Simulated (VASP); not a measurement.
Runs of VASP 6.6.1 on Zr3H. The structure is that of space group Pm-3m (No. 221), or close to it. The cells are those of the table. 

| task | cell | k mesh | cutoff (eV) | gap on the mesh (eV) | pressure (GPa) | relaxed volume (Å³/atom) |
| --- | --- | --- | --- | --- | --- | --- |
| single point | a = 4.242 Å, 4 atoms | 12 × 12 × 12 | 520 | none | (a) | - |
| relaxation of cell and atoms | relaxed from a = 4.248 Å, 4 atoms | 12 × 12 × 12 | 600 | none | 0.1 | 19.08 |
| relaxation of cell and atoms | relaxed from a = 3.770 Å, 4 atoms | 4 × 4 × 4 | 600 | none | -0.1 | 19.28 |
| single point | a = 4.248 Å, 4 atoms | 4 × 4 × 4 | 520 | none | 0.3 | - |

Alike in all rows: level PBE; potentials or basis VASP PAW PBE potentials, release 64 (Zr_sv, H); no spin polarisation; smearing gaussian 0.1 eV.

Question: Fill in the values left out.

Answer: (a) 0.0.

Caveats: some runs use coarse meshes; the volume moved by over 15 % at a fixed basis, so the end points are rough (at least some runs).

A k mesh can miss the band edges, and the runs leave out spin-orbit coupling on Zr.

A gap of «none» marks levels without a gap at the run's occupations.
